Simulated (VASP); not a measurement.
# GaN (F-43m) in VASP: notebook

The runs below take GaN through single point, with r2SCAN.

Program: VASP 6.6.1. These are calculated values, not measurements. Logs are shortened: lines on timing, memory, paths and dates and some standing lists are left out, and cuts for length are marked.

### 1 The cell of the first run

The structure is cubic, space group F-43m (No. 216). The conventional cell has a = 4.319 Å, b = 4.319 Å, c = 4.319 Å, α = 90.00°, β = 90.00°, γ = 90.00°. Within 2.5 Å of Ga (site symmetry -43m) lie 4 N at 1.87 Å. N (site symmetry -43m) has 4 Ga at 1.87 Å within 2.5 Å.

### 2 Single point, r2SCAN

POSCAR reads:

```
GaN
1.0
    0.0000000000      2.1594938879      2.1594938879
    2.1594938879      0.0000000000      2.1594938879
    2.1594938879      2.1594938879      0.0000000000
Ga N
1 1
Direct
    0.0000000000      0.0000000000      0.0000000000
    0.7500000000      0.7500000000      0.7500000000
```

INCAR.step1 reads:

```
SYSTEM = GaN
PREC = Accurate ; ENCUT = 520
ISMEAR = 0 ; SIGMA = 0.01
LREAL = .False. ; LASPH = .True.
NELM = 60 ; NBANDS = 16
GGA = PE ; ALGO = Normal
EDIFF = 1E-4 ; LWAVE = .True.
LCHARG = .False.
```

INCAR.step2 reads:

```
SYSTEM = GaN
PREC = Accurate ; ENCUT = 520
EDIFF = 1E-7 ; ISMEAR = 0
SIGMA = 0.01 ; LREAL = .False.
LASPH = .True. ; NELM = 60
ALGO = Normal ; ISIF = 2
LWAVE = .False. ; LCHARG = .False.
METAGGA = R2SCAN ; LMIXTAU = .True.
NBANDS = 16 ; ISTART = 1
```

KPOINTS reads:

```
Automatic mesh
0
Gamma
  8 8 8
  0 0 0
```

Potentials or basis: VASP PAW PBE potentials, release 64 (Ga_d, N).

Run with:

```console
cat potpaw_PBE.64/Ga_d/POTCAR potpaw_PBE.64/N/POTCAR > POTCAR
cp INCAR.step1 INCAR
mpirun -np 1 vasp_std > vasp.out
cp INCAR.step2 INCAR
mpirun -np 1 vasp_std > vasp.out
```

OUTCAR:

```text
SYSTEM = GaN
   PREC = Accurate
   ENCUT = 520
   EDIFF = 1E-7
   ISMEAR = 0
   LREAL = .False.
   LASPH = .True.
   NELM = 60
   ISIF = 2
   METAGGA = R2SCAN
   ISTART = 1

 ion  position               nearest neighbor table
   1  0.000  0.000  0.000-   2 1.87   2 1.87   2 1.87   2 1.87
   2  0.750  0.750  0.750-   1 1.87   1 1.87   1 1.87   1 1.87

  LATTYP: Found a face centered cubic cell.
 ALAT       =     4.3189877758

  Lattice vectors:

 A1 = (   0.0000000000,   2.1594938879,   2.1594938879)
 A2 = (   2.1594938879,   0.0000000000,   2.1594938879)
 A3 = (   2.1594938879,   2.1594938879,   0.0000000000)

Analysis of symmetry for initial positions (statically):
=====================================================================
 Subroutine PRICEL returns:
 Original cell was already a primitive cell.

 Routine SETGRP: Setting up the symmetry group for a
 face centered cubic supercell.

 Subroutine GETGRP returns: Found 24 space group operations
 (whereof 24 operations were pure point group operations)
 out of a pool of 48 trial point group operations.

The static configuration has the point symmetry T_d .

Analysis of symmetry for dynamics (positions and initial velocities):
=====================================================================
 Subroutine PRICEL returns:
 Original cell was already a primitive cell.

 Routine SETGRP: Setting up the symmetry group for a
 face centered cubic supercell.

 Subroutine GETGRP returns: Found 24 space group operations
 (whereof 24 operations were pure point group operations)
 out of a pool of 48 trial point group operations.

The dynamic configuration has the point symmetry T_d .

 Subroutine INISYM returns: Found 24 space group operations
 (whereof 24 operations are pure point group operations),
 and found     1 'primitive' translations

----------------------------------------------------------------------------------------

                                     Primitive cell

  volume of cell :      20.1412

  direct lattice vectors                    reciprocal lattice vectors
     0.000000000  2.159493888  2.159493888    -0.231535733  0.231535733  0.231535733
     2.159493888  0.000000000  2.159493888     0.231535733 -0.231535733  0.231535733
     2.159493888  2.159493888  0.000000000     0.231535733  0.231535733 -0.231535733

  length of vectors
     3.053985544  3.053985544  3.053985544     0.401031653  0.401031653  0.401031653

  position of ions in fractional coordinates (direct lattice)
     0.000000000  0.000000000  0.000000000
     0.750000000  0.750000000  0.750000000

  ion indices of the primitive-cell ions
   primitive index   ion index
                 1           1
                 2           2

----------------------------------------------------------------------------------------

 KPOINTS: Automatic mesh

Automatic generation of k-mesh.
 Grid dimensions read from file:
 generate k-points for:    8    8    8

 Generating k-lattice:

  Cartesian coordinates                     Fractional coordinates (reciprocal lattice)
    -0.028941967  0.028941967  0.028941967     0.125000000  0.000000000  0.000000000
     0.028941967 -0.028941967  0.028941967     0.000000000  0.125000000  0.000000000
     0.028941967  0.028941967 -0.028941967     0.000000000  0.000000000  0.125000000

  Length of vectors
     0.050128957  0.050128957  0.050128957

  Shift w.r.t. Gamma in fractional coordinates (k-lattice)
     0.000000000  0.000000000  0.000000000

 Subroutine IBZKPT returns following result:
 ===========================================

 Found     29 irreducible k-points:

 Following reciprocal coordinates:
            Coordinates               Weight
  0.000000  0.000000  0.000000      1.000000
  0.125000  0.000000  0.000000      8.000000
  0.250000  0.000000  0.000000      8.000000
  0.375000  0.000000  0.000000      8.000000
  0.500000  0.000000  0.000000      4.000000
  0.125000  0.125000  0.000000      6.000000
[... 16 lines left out ...]
  0.500000  0.250000  0.125000     48.000000
 -0.375000  0.250000  0.125000     24.000000
 [... further k-points ...]
   k-points           NKPTS =     29   k-points in BZ     NKDIM =     29   number of bands    NBANDS=     16
   number of dos      NEDOS =    301   number of ions     NIONS =      2
   total plane-waves  NPLWV =  13824
   dimension x,y,z NGX =    24 NGY =   24 NGZ =   24
   dimension x,y,z NGXF=    48 NGYF=   48 NGZF=   48
   ions per type =               1   1
   NGX,Y,Z   is equivalent  to a cutoff of  13.06, 13.06, 13.06 a.u.
   NGXF,Y,Z  is equivalent  to a cutoff of  26.13, 26.13, 26.13 a.u.
 SYSTEM =  GaN
   PREC   = accura    normal or accurate (medium, high low for compatibility)
   ISTART =      1    job   : 0-new  1-cont  2-samecut
   ICHARG =      0    charge: 1-file 2-atom 10-const
   ISPIN  =      1    spin polarized calculation?
   LNONCOLLINEAR =      F non collinear calculations
   LSORBIT =      F    spin-orbit coupling
   LASPH  =      T    aspherical Exc in radial PAW
   ENCUT  =  520.0 eV  38.22 Ry    6.18 a.u.   5.68  5.68  5.68*2*pi/ulx,y,z
   NELM   =     60;   NELMIN=  2; NELMDL=  0     # of ELM steps
   EDIFF  = 0.1E-06   stopping-criterion for ELM
   LREAL  =      F    real-space projection
   EDIFFG = 0.1E-05   stopping-criterion for IOM
   NSW    =      0    number of steps for IOM
   IBRION =     -1    ionic relax: 0-MD 1-quasi-New 2-CG
   NFREE  =      0    steps in history (QN), initial steepest desc. (CG)
   ISIF   =      2    stress and relaxation
   ISYM   =      2    0-nonsym 1-usesym 2-fastsym
   POTIM  = 0.5000    time-step for ionic-motion
   TEBEG  =    0.0;   TEEND  =   0.0 temperature during run
   PSTRESS=    0.0 pullay stress
   NELECT =      18.0000    total number of electrons
   NUPDOWN=      -1.0000    fix difference up-down
   EMIN   =  10.00;   EMAX   =-10.00  energy-range for DOS
   EFERMI =   0.00;   METHOD = LEGACY
   ISMEAR =     0;   SIGMA  =   0.01  broadening in eV -4-tet -1-fermi 0-gaus
   EFERMI_NEDOS =   21; number of points for ismear=-14 and -15
   IALGO  =     38    algorithm
   IMIX   =      4    mixing-type and parameters
     AMIX     =   0.40;   BMIX     =  1.00
     AMIX_MAG =   1.60;   BMIX_MAG =  1.00
  volume/ion in A,a.u.               =      10.07        67.96
  Fermi-wavevector in a.u.,A,eV,Ry     =   1.576898  2.979906 33.832360  2.486608
  Thomas-Fermi vector in A             =   2.677662
   LORBIT       =      0    0 simple, 1 ext, 2 COOP (PROOUT), +10 PAW based schemes
   METAGGA = R2SCAN    functional components
   LHFCALC =     F    Hartree Fock is set to
   AEXX    =    0.0000 exact exchange contribution
   IVDW    =     0    specifies the selected vdW correction
   LEPSILON=     F    determine dielectric tensor
   LRPA    =     F    only Hartree local field effects (RPA)
 non-spin polarized calculation
 Gauss-broadening in eV      SIGMA  =   0.01
  energy-cutoff  :      520.00
  volume of cell :       20.14
 maximum number of plane-waves:       560
   NGX = 11   NGY = 11   NGZ = 11

 number of electron      17.9999991 magnetization

 Free energy of the ion-electron system (eV)
  ---------------------------------------------------
  ext. energy  EPLUGINS =         0.00000000
  ---------------------------------------------------
  free energy    TOTEN  =       -21.64529486 eV

  energy without entropy =      -21.64529486  energy(sigma->0) =      -21.64529486

 E-fermi :   6.5678     XC(G=0): -13.4085

 val. band max:        6.5122418385   @ k =   0.0000   0.0000   0.0000
 cond. band min:       9.4799162380   @ k =   0.0000   0.0000   0.0000
 fundamental gap:      2.9676743995
 Fermi energy:         6.5677801815

 k-point     1 :       0.0000    0.0000    0.0000
  band No.  band energies     occupation
      1     -11.4163      2.00000
      2      -7.4977      2.00000
      3      -7.4977      2.00000
      4      -7.4977      2.00000
      5      -6.9839      2.00000
      6      -6.9839      2.00000
[... 8 lines left out ...]
     15      27.2769      0.00000
     16      27.2770      0.00000

 k-point     2 :       0.1250    0.0000    0.0000
  band No.  band energies     occupation
      1     -11.2035      2.00000
      2      -7.4669      2.00000
      3      -7.4669      2.00000
      4      -7.4419      2.00000
      5      -6.9866      2.00000
      6      -6.9866      2.00000
[... 8 lines left out ...]
     15      25.4188      0.00000
     16      25.6687      0.00000

 k-point     3 :       0.2500    0.0000    0.0000
  band No.  band energies     occupation
      1     -10.6876      2.00000
      2      -7.4048      2.00000
      3      -7.4048      2.00000
      4      -7.1631      2.00000
      5      -6.9785      2.00000
      6      -6.9785      2.00000
[... 8 lines left out ...]
     15      25.0967      0.00000
     16      25.0967      0.00000

 k-point     4 :       0.3750    0.0000    0.0000
  band No.  band energies     occupation
      1     -10.2126      2.00000
      2      -7.3669      2.00000
      3      -7.3668      2.00000
      4      -6.9430      2.00000
      5      -6.9430      2.00000
      6      -6.4471      2.00000
[... 8 lines left out ...]
     15      26.9956      0.00000
     16      26.9956      0.00000

 k-point     5 :       0.5000    0.0000    0.0000
  band No.  band energies     occupation
      1     -10.0453      2.00000
      2      -7.3590      2.00000
      3      -7.3590      2.00000
      4      -6.9194      2.00000
      5      -6.9194      2.00000
      6      -5.8121      2.00000
[... 8 lines left out ...]
     15      28.9227      0.00000
     16      28.9227      0.00000

 k-point     6 :       0.1250    0.1250    0.0000
  band No.  band energies     occupation
      1     -11.1333      2.00000
      2      -7.4601      2.00000
      3      -7.4387      2.00000
      4      -7.4387      2.00000
      5      -7.0070      2.00000
      6      -6.9674      2.00000
[... 8 lines left out ...]
     15      28.5182      0.00000
     16      28.5182      0.00000

 k-point     7 :       0.2500    0.1250    0.0000
  band No.  band energies     occupation
      1     -10.7202      2.00000
      2      -7.4085      2.00000
      3      -7.3706      2.00000
      4      -7.2742      2.00000
      5      -6.9918      2.00000
      6      -6.9504      2.00000
[... 8 lines left out ...]
     15      27.4641      0.00000
     16      27.5402      0.00000

 k-point     8 :       0.3750    0.1250    0.0000
  band No.  band energies     occupation
      1     -10.2400      2.00000
      2      -7.3653      2.00000
      3      -7.3214      2.00000
      4      -7.0682      2.00000
      5      -6.9243      2.00000
      6      -6.5781      2.00000
[... 8 lines left out ...]
     15      26.8639      0.00000
     16      28.4738      0.00000

 k-point     9 :       0.5000    0.1250    0.0000
  band No.  band energies     occupation
      1      -9.9945      2.00000
      2      -7.3542      2.00000
      3      -7.3107      2.00000
      4      -6.9872      2.00000
      5      -6.9170      2.00000
      6      -5.7782      2.00000
[... 8 lines left out ...]
     15      27.6099      0.00000
     16      29.3022      0.00000
[... 172 lines left out ...]
 k-point    19 :       0.5000    0.3750    0.0000
  band No.  band energies     occupation
      1      -9.7665      2.00000
      2      -7.3470      2.00000
      3      -7.0867      2.00000
      4      -7.0753      2.00000
      5      -6.8884      2.00000
      6      -5.5453      2.00000
[... 8 lines left out ...]
     15      32.3197      0.00000
     16      32.4242      0.00000

 k-point    20 :      -0.3750    0.3750    0.0000
  band No.  band energies     occupation
      1      -9.7544      2.00000
      2      -7.3274      2.00000
      3      -7.1074      2.00000
      4      -7.0882      2.00000
      5      -6.9293      2.00000
      6      -5.1790      2.00000
[... 8 lines left out ...]
     15      29.5468      0.00000
     16      33.0409      0.00000

 k-point    21 :       0.5000    0.5000    0.0000
  band No.  band energies     occupation
      1      -9.7249      2.00000
      2      -7.3796      2.00000
      3      -7.0332      2.00000
      4      -7.0332      2.00000
      5      -6.8713      2.00000
      6      -5.4583      2.00000
[... 8 lines left out ...]
     15      31.7133      0.00000
     16      33.0461      0.00000

 k-point    22 :       0.3750    0.2500    0.1250
  band No.  band energies     occupation
      1     -10.3300      2.00000
      2      -7.3473      2.00000
      3      -7.3134      2.00000
      4      -7.1538      2.00000
      5      -6.9539      2.00000
      6      -6.7419      2.00000
[... 8 lines left out ...]
     15      27.8925      0.00000
     16      30.6376      0.00000

 k-point    23 :       0.5000    0.2500    0.1250
  band No.  band energies     occupation
      1      -9.9939      2.00000
      2      -7.3266      2.00000
      3      -7.2662      2.00000
      4      -7.0719      2.00000
      5      -6.9384      2.00000
      6      -6.0317      2.00000
[... 8 lines left out ...]
     15      28.1950      0.00000
     16      30.3195      0.00000

 k-point    24 :      -0.3750    0.2500    0.1250
  band No.  band energies     occupation
      1      -9.8784      2.00000
      2      -7.3333      2.00000
      3      -7.2448      2.00000
      4      -7.0248      2.00000
      5      -6.9410      2.00000
      6      -5.4720      2.00000
[... 8 lines left out ...]
     15      27.5528      0.00000
     16      30.2813      0.00000

 [... further k-points ...]
[... 5 lines left out ...]
  --------------------------------------------------------------------------------------
  -------------------------------------------------------------------------------------
  Total        4.0955656      4.0955656      4.0955656     -0.0000000      0.0000000      0.0000000
  in kB      325.7905922    325.7905922    325.7905922     -0.0000000      0.0000000      0.0000000
  external PRESSURE =     325.7905922 kB  Pullay stress =       0.0000000 kB

 VOLUME and BASIS-vectors are now :
 -----------------------------------------------------------------------------
  energy-cutoff  :      520.00
  volume of cell :       20.14
      direct lattice vectors                 reciprocal lattice vectors
     0.000000000  2.159493888  2.159493888    -0.231535733  0.231535733  0.231535733
     2.159493888  0.000000000  2.159493888     0.231535733 -0.231535733  0.231535733
     2.159493888  2.159493888  0.000000000     0.231535733  0.231535733 -0.231535733

 POSITION                                       TOTAL-FORCE (eV/Angst)
 -----------------------------------------------------------------------------------
      0.00000      0.00000      0.00000        -0.000000      0.000000     -0.000000
      3.23924      3.23924      3.23924         0.000000     -0.000000      0.000000
 -----------------------------------------------------------------------------------
    total drift:                               -0.000010     -0.000010     -0.000010

  FREE ENERGIE OF THE ION-ELECTRON SYSTEM (eV)
  ---------------------------------------------------
  free  energy   TOTEN  =       -21.6452948643 eV

  energy  without entropy=      -21.6452948643  energy(sigma->0) =      -21.64529486
```

Run time: 28 s. Hardware: 1 thread of Intel Xeon 6455B, shared host; peak memory 0.15 GiB.

What came out:

| Item | Value |
| --- | --- |
| Free energy | -21.6453 eV |
| Pressure | 32.6 GPa |
| Band gap on the k mesh | 2.97 eV, direct |

Caveat: the PAW data sets were made with another functional, which shifts forces and pressure a little. r2SCAN opens gaps a little over a GGA but as a rule still falls short of measured ones.

[end of part 1 of 2]
